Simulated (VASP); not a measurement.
# Sb (P6_3/mmc) in VASP: notebook

Sb is run at these levels: PBE; tasks: relaxation of cell and atoms, single point.

All numbers are computed with VASP 6.6.1; they aren't measurements. Logs are shortened: lines on timing, memory, paths and dates and some standing lists are left out, and cuts for length are marked.

### 1 The cell of the first run

Symmetry: P6_3/mmc, No. 194, hexagonal system. Conventional cell: a = 4.400 Å, b = 4.400 Å, c = 7.259 Å, α = 90.00°, β = 90.00°, γ = 120.00°. Sb (site symmetry 3m) has 4 Sb at 2.70 to 2.72 Å within 3.6 Å.

This isn't the form of Sb at room conditions, which is rhombohedral.

### 2 Relaxation of cell and atoms, PBE

Contents of INCAR:

```
SYSTEM = Sb
  PREC = Accurate
  ENCUT = 600
  EDIFF = 1E-7
  ISMEAR = 0
  SIGMA = 0.1
  LREAL = .FALSE.
  LASPH = .TRUE.
  NELM = 60
  ALGO = Normal
  ISIF = 3
  LWAVE = .FALSE.
  LCHARG = .FALSE.
  GGA = PE
  IBRION = 2
  NSW = 90
  EDIFFG = -0.04
```

Contents of KPOINTS:

```
Automatic mesh
0
G
  6 6 4
  0 0 0
```

Contents of POSCAR:

```
Sb
1.0
    4.3996000742      0.0000000000      0.0000000000
   -2.1998000371      3.8101654308      0.0000000000
    0.0000000000      0.0000000000      7.2593401225
Sb
4
Direct
    0.3333333333      0.6666666667      0.4375000000
    0.6666666667      0.3333333333      0.9375000000
    0.6666666667      0.3333333333      0.5625000000
    0.3333333333      0.6666666667      0.0625000000
```

Potentials or basis: VASP PAW PBE potentials, release 64 (Sb).

Started as:

```console
$ cat potpaw_PBE.64/Sb/POTCAR > POTCAR
$ mpirun -np 1 vasp_std > vasp.out
```

OUTCAR:

```text
SYSTEM = Sb
   PREC = Accurate
   ENCUT = 600
   EDIFF = 1E-7
   ISMEAR = 0
   LREAL = .FALSE.
   LASPH = .TRUE.
   NELM = 60
   ISIF = 3
   GGA = PE
   IBRION = 2
   NSW = 90
   EDIFFG = -0.04

 ion  position               nearest neighbor table
   1  0.333  0.667  0.438-   3 2.70   3 2.70   3 2.70   4 2.72
   2  0.667  0.333  0.938-   4 2.70   4 2.70   4 2.70   3 2.72
   3  0.667  0.333  0.562-   1 2.70   1 2.70   1 2.70   2 2.72
   4  0.333  0.667  0.062-   2 2.70   2 2.70   2 2.70   1 2.72

  LATTYP: Found a hexagonal cell.
 ALAT       =     4.3996000742
 C/A-ratio  =     1.6500000000

  Lattice vectors:

 A1 = (   4.3996000742,   0.0000000000,   0.0000000000)
 A2 = (  -2.1998000371,   3.8101654308,   0.0000000000)
 A3 = (   0.0000000000,   0.0000000000,   7.2593401225)

Analysis of symmetry for initial positions (statically):
=====================================================================
 Subroutine PRICEL returns:
 Original cell was already a primitive cell.

 Routine SETGRP: Setting up the symmetry group for a
 hexagonal supercell.

 Subroutine GETGRP returns: Found 24 space group operations
 (whereof 12 operations were pure point group operations)
 out of a pool of 24 trial point group operations.

The static configuration has the point symmetry D_3d.
 The point group associated with its full space group is D_6h.

Analysis of symmetry for dynamics (positions and initial velocities):
=====================================================================
 Subroutine PRICEL returns:
 Original cell was already a primitive cell.

 Routine SETGRP: Setting up the symmetry group for a
 hexagonal supercell.

 Subroutine GETGRP returns: Found 24 space group operations
 (whereof 12 operations were pure point group operations)
 out of a pool of 24 trial point group operations.

The dynamic configuration has the point symmetry D_3d.
 The point group associated with its full space group is D_6h.

 Subroutine INISYM returns: Found 24 space group operations
 (whereof 12 operations are pure point group operations),
 and found     1 'primitive' translations

----------------------------------------------------------------------------------------

                                     Primitive cell

  volume of cell :     121.6898

  direct lattice vectors                    reciprocal lattice vectors
     4.399600074  0.000000000  0.000000000     0.227293386  0.131227898  0.000000000
    -2.199800037  3.810165431  0.000000000     0.000000000  0.262455796  0.000000000
     0.000000000  0.000000000  7.259340123     0.000000000  0.000000000  0.137753568

  length of vectors
     4.399600074  4.399600074  7.259340123     0.262455796  0.262455796  0.137753568

  position of ions in fractional coordinates (direct lattice)
     0.333333333  0.666666667  0.437500000
     0.666666667  0.333333333  0.937500000
     0.666666667  0.333333333  0.562500000
     0.333333333  0.666666667  0.062500000

  ion indices of the primitive-cell ions
   primitive index   ion index
                 1           1
                 2           2
                 3           3
                 4           4

----------------------------------------------------------------------------------------

 KPOINTS: Automatic mesh

Automatic generation of k-mesh.
 Grid dimensions read from file:
 generate k-points for:    6    6    4

 Generating k-lattice:

  Cartesian coordinates                     Fractional coordinates (reciprocal lattice)
     0.037882231  0.021871316  0.000000000     0.166666667 -0.000000000  0.000000000
     0.000000000  0.043742633  0.000000000     0.000000000  0.166666667  0.000000000
     0.000000000  0.000000000  0.034438392     0.000000000  0.000000000  0.250000000

  Length of vectors
     0.043742633  0.043742633  0.034438392

  Shift w.r.t. Gamma in fractional coordinates (k-lattice)
     0.000000000  0.000000000  0.000000000

 Subroutine IBZKPT returns following result:
 ===========================================

 Found     21 irreducible k-points:

 Following reciprocal coordinates:
            Coordinates               Weight
  0.000000  0.000000  0.000000      1.000000
  0.166667 -0.000000  0.000000      6.000000
  0.333333 -0.000000  0.000000      6.000000
  0.500000 -0.000000  0.000000      3.000000
  0.166667  0.166667  0.000000      6.000000
  0.333333  0.166667  0.000000     12.000000
[... 13 lines left out ...]
  0.333333  0.166667  0.500000     12.000000
  0.333333  0.333333  0.500000      2.000000
   k-points           NKPTS =     21   k-points in BZ     NKDIM =     21   number of bands    NBANDS=     14
   number of dos      NEDOS =    301   number of ions     NIONS =      4
   total plane-waves  NPLWV =  77760
   dimension x,y,z NGX =    36 NGY =   36 NGZ =   60
   dimension x,y,z NGXF=    72 NGYF=   72 NGZF=  120
   ions per type =               4
   NGX,Y,Z   is equivalent  to a cutoff of  13.60, 13.60, 13.74 a.u.
   NGXF,Y,Z  is equivalent  to a cutoff of  27.21, 27.21, 27.48 a.u.
 SYSTEM =  Sb
   PREC   = accura    normal or accurate (medium, high low for compatibility)
   ISTART =      0    job   : 0-new  1-cont  2-samecut
   ICHARG =      2    charge: 1-file 2-atom 10-const
   ISPIN  =      1    spin polarized calculation?
   LNONCOLLINEAR =      F non collinear calculations
   LSORBIT =      F    spin-orbit coupling
   LASPH  =      T    aspherical Exc in radial PAW
   ENCUT  =  600.0 eV  44.10 Ry    6.64 a.u.   8.79  8.79 14.50*2*pi/ulx,y,z
   NELM   =     60;   NELMIN=  2; NELMDL= -5     # of ELM steps
   EDIFF  = 0.1E-06   stopping-criterion for ELM
   LREAL  =      F    real-space projection
   EDIFFG = -.4E-01   stopping-criterion for IOM
   NSW    =     90    number of steps for IOM
   IBRION =      2    ionic relax: 0-MD 1-quasi-New 2-CG
   NFREE  =      1    steps in history (QN), initial steepest desc. (CG)
   ISIF   =      3    stress and relaxation
   ISYM   =      2    0-nonsym 1-usesym 2-fastsym
   POTIM  = 0.5000    time-step for ionic-motion
   TEBEG  =    0.0;   TEEND  =   0.0 temperature during run
   PSTRESS=    0.0 pullay stress
   NELECT =      20.0000    total number of electrons
   NUPDOWN=      -1.0000    fix difference up-down
   EMIN   =  10.00;   EMAX   =-10.00  energy-range for DOS
   EFERMI =   0.00;   METHOD = LEGACY
   ISMEAR =     0;   SIGMA  =   0.10  broadening in eV -4-tet -1-fermi 0-gaus
   EFERMI_NEDOS =   21; number of points for ismear=-14 and -15
   IALGO  =     38    algorithm
   IMIX   =      4    mixing-type and parameters
     AMIX     =   0.40;   BMIX     =  1.00
     AMIX_MAG =   1.60;   BMIX_MAG =  1.00
  volume/ion in A,a.u.               =      30.42       205.30
  Fermi-wavevector in a.u.,A,eV,Ry     =   0.896740  1.694594 10.941036  0.804143
  Thomas-Fermi vector in A             =   2.019237
   LORBIT       =      0    0 simple, 1 ext, 2 COOP (PROOUT), +10 PAW based schemes
   GGA     = PE    functional components
   LHFCALC =     F    Hartree Fock is set to
   AEXX    =    0.0000 exact exchange contribution
   IVDW    =     0    specifies the selected vdW correction
   LEPSILON=     F    determine dielectric tensor
   LRPA    =     F    only Hartree local field effects (RPA)
 conjugate gradient relaxation of ions
 non-spin polarized calculation
 Gauss-broadening in eV      SIGMA  =   0.10
  energy-cutoff  :      600.00
  volume of cell :      121.69
 maximum number of plane-waves:      4096
 NGX is ok and might be reduce to    36
   NGX = 17   NGY = 17   NGZ = 29

--------------------------------------- Ionic step        1  -------------------------------------------

 number of electron      20.0000000 magnetization

 Free energy of the ion-electron system (eV)
  ---------------------------------------------------
  ext. energy  EPLUGINS =         0.00000000
  ---------------------------------------------------
  free energy    TOTEN  =       -13.01790026 eV

  energy without entropy =      -13.00979204  energy(sigma->0) =      -13.01384615

 E-fermi :   7.7112     XC(G=0):  -9.2791

 val. band max:        7.6905944911   @ k =   0.5000  -0.0000   0.5000
 cond. band min:       7.8480889132   @ k =   0.0000   0.0000   0.0000
 fundamental gap:      0.1574944221
 Fermi energy:         7.7112250552

 k-point     1 :       0.0000    0.0000    0.0000
  band No.  band energies     occupation
      1      -6.3337      2.00000
      2      -4.7561      2.00000
      3      -1.5764      2.00000
      4       3.9329      2.00000
      5       3.9329      2.00000
      6       4.0156      2.00000
      7       5.0084      2.00000
      8       5.0847      2.00000
      9       5.2038      2.00000
     10       5.2038      2.00000
     11       7.5883      1.91798
     12       7.5883      1.91798
     13       7.8481      0.05292
     14       9.4794      0.00000
[... 445 lines left out ...]
  FREE ENERGIE OF THE ION-ELECTRON SYSTEM (eV)
  ---------------------------------------------------
  free  energy   TOTEN  =       -15.6493197786 eV

  energy  without entropy=      -15.6452898214  energy(sigma->0) =      -15.64730480

[... ionic steps 4 to 15 ...]

--------------------------------------- Ionic step       16  -------------------------------------------

 number of electron      19.9999997 magnetization

------------------------ aborting loop because EDIFF is reached ----------------------------------------

  FORCE on cell =-STRESS in cart. coord.  units (eV):
  Direction    XX          YY          ZZ          XY          YZ          ZX
  --------------------------------------------------------------------------------------
  -------------------------------------------------------------------------------------
  Total       -0.4348871     -0.4348871      1.4027742      0.0000000     -0.0000000      0.0000000
  in kB       -4.4441719     -4.4441719     14.3351453      0.0000000     -0.0000000      0.0000000
  external PRESSURE =       1.8156005 kB  Pullay stress =       0.0000000 kB
[... 61 lines left out ...]
  energy  without entropy=      -15.9357790250  energy(sigma->0) =      -15.93912990

--------------------------------------- Ionic step       18  -------------------------------------------

 number of electron      19.9999999 magnetization

 Free energy of the ion-electron system (eV)
  ---------------------------------------------------
  ext. energy  EPLUGINS =         0.00000000
  ---------------------------------------------------
  free energy    TOTEN  =       -15.94292813 eV

  energy without entropy =      -15.93560815  energy(sigma->0) =      -15.93926814

 E-fermi :   4.7668     XC(G=0):  -8.1765

 val. band max:        4.6974761495   @ k =   0.1667  -0.0000   0.0000
 cond. band min:       4.7687205686   @ k =   0.1667   0.1667   0.0000
 fundamental gap:      0.0712444191
 Fermi energy:         4.7667788114

 k-point     1 :       0.0000    0.0000    0.0000
  band No.  band energies     occupation
      1      -7.1907      2.00000
      2      -5.0569      2.00000
      3      -3.5338      2.00000
      4      -0.6069      2.00000
      5       0.2102      2.00000
      6       1.2181      2.00000
      7       1.2181      2.00000
      8       2.8220      2.00000
      9       2.9122      2.00000
     10       2.9122      2.00000
     11       4.6090      1.97437
     12       4.6090      1.97437
     13       6.6830      0.00000
     14       7.4614      0.00000
[... 369 lines left out ...]
  FREE ENERGIE OF THE ION-ELECTRON SYSTEM (eV)
  ---------------------------------------------------
  free  energy   TOTEN  =       -15.9429281312 eV

  energy  without entropy=      -15.9356081499  energy(sigma->0) =      -15.93926814

 reached required accuracy - stopping structural energy minimisation
```

Wall time 15 min (1 thread of AMD EPYC 7R13, shared host); peak memory 0.25 GiB.

What came out:

- Free energy: -15.9429 eV
- Relaxed volume: 39.20 Å³/atom
- Relaxed cell: a = 5.269 Å, b = 5.269 Å, c = 6.522 Å, α = 90.00°, β = 90.00°, γ = 120.00°
- Space group after relaxing (to 0.1 Å): P6_3/mmc (No. 194)
- Energy gained by relaxing: 731.3 meV/atom
- Ionic steps: 18
- Pressure after relaxing: 0.0 GPa
- Largest force after relaxing: 0.035 eV/Å
- Band gap on the k mesh: zero (bands 10 and 11 overlap by 0.23 eV)

Forces on the atoms (eV/Å):
```
Sb   0.000  0.000  0.035
Sb   0.000  0.000  0.035
Sb   0.000  0.000 -0.035
Sb   0.000  0.000 -0.035
```

Step by step:
| step | energy change (eV) | largest force (eV/Å) | pressure (GPa) | volume (Å³) |
| --- | --- | --- | --- | --- |
| 1 | 0.0000 | 0.3853 | 22.49 | 121.69 |
| 2 | -1.8879 | 0.0274 | -4.62 | 213.41 |
| 3 | -2.6314 | 0.0076 | -0.05 | 170.95 |
| 4 | -2.6308 | 0.0093 | 0.17 | 169.85 |
| 5 | -2.6413 | 0.0924 | 0.21 | 169.78 |
| 6 | -2.6498 | 0.2960 | 0.33 | 169.61 |
| 7 | -2.6576 | 0.2994 | 0.18 | 170.34 |
| 8 | -2.6774 | 0.3072 | -0.27 | 172.52 |
| 9 | -2.6957 | 0.3134 | -1.13 | 176.74 |
| 10 | -2.7013 | 0.3083 | -1.15 | 176.69 |
| 11 | -2.7170 | 0.2954 | -1.22 | 176.51 |
| 12 | -2.7439 | 0.2786 | -1.38 | 176.06 |
| 13 | -2.7723 | 0.2889 | -1.75 | 174.82 |
| 14 | -2.8326 | 0.2592 | -1.32 | 169.90 |
| 15 | -2.9096 | 0.2510 | 0.39 | 155.53 |
| 16 | -2.9106 | 0.2468 | 0.18 | 156.78 |
| 17 | -2.9246 | 0.0695 | 0.00 | 156.80 |
| 18 | -2.9250 | 0.0349 | -0.02 | 156.80 |

Final structure:
```yaml
crystal:
  lattice:
    - [5.26900, 0.00000, 0.00000]
    - [-2.63450, 4.56309, 0.00000]
    - [0.00000, 0.00000, 6.52165]
  atoms:
    - { symbol: Sb, position: [0.33333, 0.66667, 0.47262] }
    - { symbol: Sb, position: [0.66667, 0.33333, 0.97262] }
    - { symbol: Sb, position: [0.66667, 0.33333, 0.52738] }
    - { symbol: Sb, position: [0.33333, 0.66667, 0.02738] }
```

Levels at points of the mesh, in eV from the Fermi level:
```
           k point  band 6  band 7  band 8  band 9  band 10  band 11  band 12  band 13  band 14
(0.00, 0.00, 0.00)   -3.55   -3.55   -1.94   -1.85    -1.85    -0.16    -0.16     1.92     2.69
(0.50, 0.00, 0.00)   -4.22   -3.39   -2.49   -2.37    -0.61     1.50     1.84     3.39     3.79
(0.00, 0.00, 0.50)   -2.87   -2.87   -2.87   -2.04    -2.04     0.72     0.72     0.72     0.72
(0.50, 0.00, 0.50)   -3.52   -2.29   -2.29   -1.24    -1.24     0.39     0.39     2.47     2.47
```

Caveat: the volume moved by over 15 % at a fixed basis, so the end points are rough; spin-orbit coupling is left out, which moves the levels of the heavy elements.

### 3 Single point, PBE

This run uses another cell than the first one, of 39.41 Å³/atom.

Contents of INCAR:

```
SYSTEM = Sb
PREC     = Accurate       ! precision mode
ENCUT    = 520            ! plane-wave cutoff, eV
EDIFF    = 1E-7           ! SCF threshold, eV
ISMEAR   = 0              ! smearing method
SIGMA    = 0.1            ! smearing width, eV
LREAL    = .FALSE.        ! projectors in reciprocal space
LASPH    = .TRUE.         ! aspherical terms in the spheres
NELM     = 100            ! most SCF steps
ALGO     = Normal         ! electronic algorithm
ISIF     = 2              ! what is computed and relaxed
LWAVE    = .FALSE.        ! write WAVECAR
LCHARG   = .FALSE.        ! write CHGCAR
GGA      = PE             ! functional
NBANDS   = 18             ! bands
```

Contents of KPOINTS:

```
Automatic mesh
0
G
  12 12 8
  0 0 0
```

Contents of POSCAR:

```
Sb
1.0
    5.2664425222      0.0000000000      0.0000000000
   -2.6332212611      4.5608730118      0.0000000000
    0.0000000000      0.0000000000      6.5623598653
Sb
4
Direct
    0.3333333333      0.6666666667      0.4708302841
    0.6666666667      0.3333333333      0.9708302841
    0.6666666667      0.3333333333      0.5291697159
    0.3333333333      0.6666666667      0.0291697159
```

Potentials or basis: VASP PAW PBE potentials, release 64 (Sb).

Started as:

```console
$ cat potpaw_PBE.64/Sb/POTCAR > POTCAR
$ mpirun -np 1 vasp_std > vasp.out
```

Wall time 6.1 min (1 thread of AMD EPYC 7R13, shared host); peak memory 0.36 GiB.

Results (log left out):

* Free energy: -15.9390 eV
* Pressure: 0.0 GPa
* Largest force: 0.020 eV/Å
* Band gap on the k mesh: zero (bands 10 and 11 overlap by 0.36 eV)

Forces in eV/Å, atoms in the order of the input:
```
Sb   0.000  0.000  0.020
Sb   0.000  0.000  0.020
Sb   0.000  0.000 -0.020
Sb   0.000  0.000 -0.020
```

Levels at points of the mesh, in eV from the Fermi level:
```
           k point  band 8  band 9  band 10  band 11  band 12  band 13
(0.00, 0.00, 0.00)   -1.97   -1.89    -1.89    -0.18    -0.18     1.87
(0.50, 0.00, 0.00)   -2.53   -2.35    -0.65     1.48     1.77     3.33
(0.00, 0.00, 0.50)   -2.89   -2.09    -2.09     0.70     0.70     0.70
(0.50, 0.00, 0.50)   -2.36   -1.30    -1.30     0.37     0.37     2.47
```

Caveat: spin-orbit coupling is left out, which moves the levels of the heavy elements.

The gap in the log of VASP goes by the Fermi energy; the results here count the filled bands.